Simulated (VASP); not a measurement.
# SnH2 (P1) in VASP: relaxation of cell and atoms with PBEsol

Aim: the relaxation of cell and atoms of SnH2 with PBEsol.

All numbers are computed with VASP 6.6.1; they aren't measurements. Logs are shortened: lines on timing, memory, paths and dates and some standing lists are left out, and cuts for length are marked.

## (1) The cell of the first run

The typed cell holds 6 atoms: a = 4.654 Å, b = 4.587 Å, c = 3.703 Å, α = 89.69°, β = 89.63°, γ = 90.52°.

## (2) Relaxation of cell and atoms, PBEsol

File INCAR:

```
SYSTEM = SnH2
  PREC = Accurate
  ENCUT = 600
  EDIFF = 1E-6
  ISMEAR = -1
  SIGMA = 0.05
  LREAL = .False.
  LASPH = .True.
  NELM = 100
  ALGO = Normal
  ISIF = 3
  LWAVE = .False.
  LCHARG = .False.
  GGA = PS
  IBRION = 2
  NSW = 100
  EDIFFG = -0.01
```

File KPOINTS:

```
regular mesh
0
Gamma
  4 4 6
  0 0 0
```

File POSCAR:

```
SnH2
1.0
    4.6543019629     -0.0209066037      0.0152128122
   -0.0209066037      4.5868743810      0.0127184516
    0.0121066337      0.0101215760      3.7033674464
Sn H
2 4
Direct
    0.0066452467     -0.0640213177      0.0406614863
    0.4927237310      0.4699375474      0.4912719492
    0.3425100255      0.3209543149     -0.0218971824
    0.2149188806      0.8055366194      0.5489461166
    0.8526145842      0.1502898930      0.5237716463
    0.6890726942      0.6369220301     -0.0498820270
```

Potentials or basis: VASP PAW PBE potentials, release 64 (Sn_d, H).

On the command line:

```console
cat potpaw_PBE.64/Sn_d/POTCAR potpaw_PBE.64/H/POTCAR > POTCAR
mpirun -np 1 vasp_std > vasp.out
```

OUTCAR:

```text
SYSTEM = SnH2
   PREC = Accurate
   ENCUT = 600
   EDIFF = 1E-6
   ISMEAR = -1
   LREAL = .False.
   LASPH = .True.
   NELM = 100
   ISIF = 3
   GGA = PS
   IBRION = 2
   NSW = 100
   EDIFFG = -0.01

 ion  position               nearest neighbor table
   1  0.007  0.936  0.041-   6 2.04   4 2.15   5 2.17   4 2.21   5 2.27   2 3.55   2 3.59   2 3.73
                             2 3.73
   2  0.493  0.470  0.491-   4 2.03   3 2.04   6 2.08   3 2.14   5 2.24   6 2.32   1 3.55   1 3.59
                             1 3.73   1 3.73
   3  0.343  0.321  0.978-   2 2.04   2 2.14
   4  0.215  0.806  0.549-   2 2.03   1 2.15   1 2.21
   5  0.853  0.150  0.524-   1 2.17   2 2.24   1 2.27
   6  0.689  0.637  0.950-   1 2.04   2 2.08   2 2.32

  LATTYP: Found a triclinic cell.
 ALAT       =     5.8795107037
 B/A-ratio  =     0.6298825282
 C/A-ratio  =     1.1164599950
 COS(alpha) =     0.0007898215
 COS(beta)  =     0.5506540663
 COS(gamma) =     0.6255988141

  Lattice vectors:

 A1 = (  -0.0330132374,   4.5767528050,  -3.6906489948)
 A2 = (  -0.0121066337,  -0.0101215760,  -3.7033674464)
 A3 = (  -4.6752085666,   4.6077809847,  -0.0024943606)

Analysis of symmetry for initial positions (statically):
=====================================================================
 Subroutine PRICEL returns:
 Original cell was already a primitive cell.

 Routine SETGRP: Setting up the symmetry group for a
 triclinic supercell.

 Subroutine GETGRP returns: Found  1 space group operations
 (whereof  1 operations were pure point group operations)
 out of a pool of  2 trial point group operations.

The static configuration has the point symmetry C_1 .

Analysis of symmetry for dynamics (positions and initial velocities):
=====================================================================
 Subroutine PRICEL returns:
 Original cell was already a primitive cell.

 Routine SETGRP: Setting up the symmetry group for a
 triclinic supercell.

 Subroutine GETGRP returns: Found  1 space group operations
 (whereof  1 operations were pure point group operations)
 out of a pool of  2 trial point group operations.

The dynamic configuration has the point symmetry C_1 .

 Subroutine INISYM returns: Found  1 space group operations
 (whereof  1 operations are pure point group operations),
 and found     1 'primitive' translations

----------------------------------------------------------------------------------------

                                     Primitive cell

  volume of cell :      79.0590

  direct lattice vectors                    reciprocal lattice vectors
     4.654301963 -0.020906604  0.015212812     0.214861702  0.000981277 -0.000705084
    -0.020906604  4.586874381  0.012718452     0.000981277  0.218019516 -0.000599071
     0.012106634  0.010121576  3.703367446    -0.000885986 -0.000752774  0.270029469

  length of vectors
     4.654373779  4.586939659  3.703401067     0.214865100  0.218022548  0.270031972

  position of ions in fractional coordinates (direct lattice)
     0.006645247  0.935978682  0.040661486
     0.492723731  0.469937547  0.491271949
     0.342510025  0.320954315  0.978102818
     0.214918881  0.805536619  0.548946117
     0.852614584  0.150289893  0.523771646
     0.689072694  0.636922030  0.950117973

  ion indices of the primitive-cell ions
   primitive index   ion index
                 1           1
                 2           2
                 3           3
                 4           4
                 5           5
                 6           6

----------------------------------------------------------------------------------------

 KPOINTS: regular mesh

Automatic generation of k-mesh.
 Grid dimensions read from file:
 generate k-points for:    4    4    6

 Generating k-lattice:

  Cartesian coordinates                     Fractional coordinates (reciprocal lattice)
     0.053715426  0.000245319 -0.000176271     0.250000000  0.000000000  0.000000000
     0.000245319  0.054504879 -0.000149768     0.000000000  0.250000000  0.000000000
    -0.000147664 -0.000125462  0.045004912     0.000000000  0.000000000  0.166666667

  Length of vectors
     0.053716275  0.054505637  0.045005329

  Shift w.r.t. Gamma in fractional coordinates (k-lattice)
     0.000000000  0.000000000  0.000000000

 Subroutine IBZKPT returns following result:
 ===========================================

 Found     52 irreducible k-points:

 Following reciprocal coordinates:
            Coordinates               Weight
  0.000000  0.000000  0.000000      1.000000
  0.250000  0.000000  0.000000      2.000000
  0.500000  0.000000  0.000000      1.000000
 -0.000000  0.250000  0.000000      2.000000
  0.250000  0.250000  0.000000      2.000000
  0.500000  0.250000  0.000000      2.000000
[... 16 lines left out ...]
  0.000000 -0.250000  0.166667      2.000000
  0.250000 -0.250000  0.166667      2.000000
 [... further k-points ...]
   k-points           NKPTS =     52   k-points in BZ     NKDIM =     52   number of bands    NBANDS=     20
   number of dos      NEDOS =    301   number of ions     NIONS =      6
   total plane-waves  NPLWV =  48000
   dimension x,y,z NGX =    40 NGY =   40 NGZ =   30
   dimension x,y,z NGXF=    80 NGYF=   80 NGZF=   60
   ions per type =               2   4
   NGX,Y,Z   is equivalent  to a cutoff of  14.29, 14.50, 13.47 a.u.
   NGXF,Y,Z  is equivalent  to a cutoff of  28.57, 28.99, 26.93 a.u.
 SYSTEM =  SnH2
   PREC   = accura    normal or accurate (medium, high low for compatibility)
   ISTART =      0    job   : 0-new  1-cont  2-samecut
   ICHARG =      2    charge: 1-file 2-atom 10-const
   ISPIN  =      1    spin polarized calculation?
   LNONCOLLINEAR =      F non collinear calculations
   LSORBIT =      F    spin-orbit coupling
   LASPH  =      T    aspherical Exc in radial PAW
   ENCUT  =  600.0 eV  44.10 Ry    6.64 a.u.   9.30  9.16  7.40*2*pi/ulx,y,z
   NELM   =    100;   NELMIN=  2; NELMDL= -5     # of ELM steps
   EDIFF  = 0.1E-05   stopping-criterion for ELM
   LREAL  =      F    real-space projection
   EDIFFG = -.1E-01   stopping-criterion for IOM
   NSW    =    100    number of steps for IOM
   IBRION =      2    ionic relax: 0-MD 1-quasi-New 2-CG
   NFREE  =      1    steps in history (QN), initial steepest desc. (CG)
   ISIF   =      3    stress and relaxation
   ISYM   =      2    0-nonsym 1-usesym 2-fastsym
   POTIM  = 0.5000    time-step for ionic-motion
   TEBEG  =    0.0;   TEEND  =   0.0 temperature during run
   PSTRESS=    0.0 pullay stress
   NELECT =      32.0000    total number of electrons
   NUPDOWN=      -1.0000    fix difference up-down
   EMIN   =  10.00;   EMAX   =-10.00  energy-range for DOS
   EFERMI =   0.00;   METHOD = LEGACY
   ISMEAR =    -1;   SIGMA  =   0.05  broadening in eV -4-tet -1-fermi 0-gaus
   EFERMI_NEDOS =   21; number of points for ismear=-14 and -15
   IALGO  =     38    algorithm
   IMIX   =      4    mixing-type and parameters
     AMIX     =   0.40;   BMIX     =  1.00
     AMIX_MAG =   1.60;   BMIX_MAG =  1.00
  volume/ion in A,a.u.               =      13.18        88.92
  Fermi-wavevector in a.u.,A,eV,Ry     =   1.210991  2.288442 19.952944  1.466500
  Thomas-Fermi vector in A             =   2.346521
   LORBIT       =      0    0 simple, 1 ext, 2 COOP (PROOUT), +10 PAW based schemes
   GGA     = PS    functional components
   LHFCALC =     F    Hartree Fock is set to
   AEXX    =    0.0000 exact exchange contribution
   IVDW    =     0    specifies the selected vdW correction
   LEPSILON=     F    determine dielectric tensor
   LRPA    =     F    only Hartree local field effects (RPA)
 conjugate gradient relaxation of ions
 non-spin polarized calculation
  energy-cutoff  :      600.00
  volume of cell :       79.06
 maximum number of plane-waves:      2662
 NGX is ok and might be reduce to    40
   NGX = 19   NGY = 19   NGZ = 15

--------------------------------------- Ionic step        1  -------------------------------------------

 number of electron      32.0000009 magnetization

 Free energy of the ion-electron system (eV)
  ---------------------------------------------------
  ext. energy  EPLUGINS =         0.00000000
  ---------------------------------------------------
  free energy    TOTEN  =       -18.97326926 eV

  energy without entropy =      -18.95834142  energy(sigma->0) =      -18.96580534

------------------------ aborting loop because EDIFF is reached ----------------------------------------

  FORCE on cell =-STRESS in cart. coord.  units (eV):
  Direction    XX          YY          ZZ          XY          YZ          ZX
  --------------------------------------------------------------------------------------
  -------------------------------------------------------------------------------------
  Total        0.0528093     -0.0434008      0.4538421      0.0086653      0.2452568     -0.0971925
  in kB        1.0702111     -0.8795424      9.1973766      0.1756070      4.9702726     -1.9696623
  external PRESSURE =       3.1293484 kB  Pullay stress =       0.0000000 kB
[... 101 lines left out ...]
  FREE ENERGIE OF THE ION-ELECTRON SYSTEM (eV)
  ---------------------------------------------------
  free  energy   TOTEN  =       -19.0760590538 eV

  energy  without entropy=      -19.0633867064  energy(sigma->0) =      -19.06972288

 E-fermi :   5.2354     XC(G=0):  -9.4396

 val. band max:        5.1826217972   @ k =   0.0000  -0.2500   0.1667
 cond. band min:       5.2777247627   @ k =   0.5000   0.2500   0.0000
 fundamental gap:      0.0951029655
 Fermi energy:         5.2353912508

 k-point     1 :       0.0000    0.0000    0.0000
  band No.  band energies     occupation
      1     -16.6028      2.00000
      2     -16.5155      2.00000
      3     -16.5095      2.00000
      4     -16.5049      2.00000
      5     -16.4944      2.00000
      6     -16.4934      2.00000
[... 541 lines left out ...]
     19       8.6393      0.00000
     20       8.9163      0.00000

 [... further k-points ...]

[... ionic steps 4 to 83 ...]

--------------------------------------- Ionic step       84  -------------------------------------------

 number of electron      32.0000004 magnetization

------------------------ aborting loop because EDIFF is reached ----------------------------------------
[... 75 lines left out ...]
--------------------------------------- Ionic step       86  -------------------------------------------

 number of electron      32.0000004 magnetization

 Free energy of the ion-electron system (eV)
  ---------------------------------------------------
  ext. energy  EPLUGINS =         0.00000000
  ---------------------------------------------------
  free energy    TOTEN  =       -19.80226125 eV

  energy without entropy =      -19.80004605  energy(sigma->0) =      -19.80115365

 E-fermi :   4.3604     XC(G=0):  -8.9548

 val. band max:        4.1034006897   @ k =  -0.0000  -0.2500   0.3333
 cond. band min:       4.3762484094   @ k =  -0.0000  -0.2500   0.3333
 fundamental gap:      0.2728477197
 Fermi energy:         4.3603501077

 k-point     1 :       0.0000    0.0000    0.0000
  band No.  band energies     occupation
      1     -17.4773      2.00000
      2     -17.4465      2.00000
      3     -17.4200      2.00000
      4     -17.4093      2.00000
      5     -17.3929      2.00000
      6     -17.3839      2.00000
[... 541 lines left out ...]
     19       8.1059      0.00000
     20       8.8467      0.00000

 [... further k-points ...]
[... 5 lines left out ...]
  --------------------------------------------------------------------------------------
  -------------------------------------------------------------------------------------
  Total        0.0051359      0.0082285     -0.0027587     -0.0025838      0.0020221      0.0122386
  in kB        0.0920277      0.1474437     -0.0494319     -0.0462988      0.0362323      0.2192977
  external PRESSURE =       0.0633465 kB  Pullay stress =       0.0000000 kB
[... 21 lines left out ...]
  FREE ENERGIE OF THE ION-ELECTRON SYSTEM (eV)
  ---------------------------------------------------
  free  energy   TOTEN  =       -19.8022612520 eV

  energy  without entropy=      -19.8000460452  energy(sigma->0) =      -19.80115365

 reached required accuracy - stopping structural energy minimisation
```

It took 32 min on 1 thread of Intel Xeon 6975P-C (Granite Rapids), shared host; peak memory 0.28 GiB.

What came out:

| Property | Result |
| --- | --- |
| Free energy | -19.8023 eV |
| Relaxed volume | 14.90 Å³/atom |
| Relaxed cell | a = 4.695 Å, b = 4.690 Å, c = 4.604 Å, α = 61.89°, β = 90.06°, γ = 89.99° |
| Space group after relaxing (to 0.1 Å) | P2_1 (No. 4) |
| Energy gained by relaxing | 138.2 meV/atom |
| Ionic steps | 86 |
| Pressure after relaxing | 0.0 GPa |
| Largest force after relaxing | 0.010 eV/Å |
| Band gap on the k mesh | zero (bands 16 and 17 overlap by 0.33 eV) |

Forces in eV/Å, atoms in the order of the input:
```
Sn   0.001 -0.001 -0.001
Sn  -0.008  0.001  0.004
H    0.009 -0.003  0.000
H    0.003  0.002  0.002
H    0.000  0.002  0.003
H   -0.005 -0.001 -0.007
```

The path:
| step | energy change (eV) | largest force (eV/Å) | pressure (GPa) | volume (Å³) |
| --- | --- | --- | --- | --- |
| 1 | 0.0000 | 0.5515 | 0.31 | 79.06 |
| 4 | -0.1084 | 0.4137 | -0.71 | 80.57 |
| 7 | -0.2011 | 0.3002 | 1.52 | 79.98 |
| 10 | -0.2633 | 0.3227 | -0.64 | 86.39 |
| 13 | -0.5582 | 0.4646 | -0.60 | 99.78 |
| 16 | -0.5694 | 0.7965 | 0.59 | 108.21 |
| 19 | -0.6684 | 0.2551 | -1.23 | 105.68 |
| 22 | -0.6988 | 0.1214 | -0.05 | 102.06 |
| 25 | -0.7070 | 0.0915 | -0.30 | 101.25 |
| 28 | -0.7099 | 0.0536 | 0.03 | 99.99 |
| 31 | -0.7120 | 0.0284 | 0.06 | 98.79 |
| 34 | -0.7131 | 0.0503 | 0.00 | 98.96 |
| 37 | -0.7154 | 0.0824 | -0.22 | 99.14 |
| 40 | -0.7174 | 0.2175 | 0.37 | 97.84 |
| 43 | -0.7208 | 0.0771 | 0.07 | 98.15 |
| 46 | -0.7241 | 0.1039 | -0.06 | 97.86 |
| 49 | -0.7301 | 0.1464 | -0.21 | 97.38 |
| 52 | -0.7379 | 0.3025 | -0.05 | 94.49 |
| 55 | -0.7612 | 0.1259 | -0.12 | 93.29 |
| 58 | -0.7755 | 0.2071 | 0.39 | 90.61 |
| 61 | -0.7968 | 0.1371 | 0.00 | 90.27 |
| 64 | -0.8080 | 0.1073 | -0.06 | 89.35 |
| 67 | -0.8187 | 0.0934 | 0.21 | 88.89 |
| 70 | -0.8247 | 0.0818 | 0.13 | 89.18 |
| 73 | -0.8271 | 0.0489 | -0.05 | 89.39 |
| 76 | -0.8282 | 0.0283 | 0.03 | 89.31 |
| 79 | -0.8287 | 0.0238 | 0.00 | 89.45 |
| 82 | -0.8290 | 0.0123 | 0.01 | 89.38 |
| 85 | -0.8290 | 0.0162 | -0.02 | 89.44 |
| 86 | -0.8290 | 0.0095 | 0.01 | 89.41 |

Final structure:
```
Sn H
1.0
     4.69452    0.04421   -0.01042
    -0.03921    4.55004    1.13545
    -0.00557    1.12152    4.46553
Sn H
2 4
Direct
  0.01713 0.87652 0.96363
  0.51750 0.56380 0.54755
  0.28207 0.25531 0.88372
  0.24912 0.87194 0.63473
  0.78274 0.18536 0.62547
  0.74993 0.56668 0.87778
```

Caveat: a cell axis changed by over 15 % at a fixed basis, so the end point is rough; the PAW data sets were made with another functional, which shifts forces and pressure a little; spin-orbit coupling is left out, which moves the levels of the heavy elements.
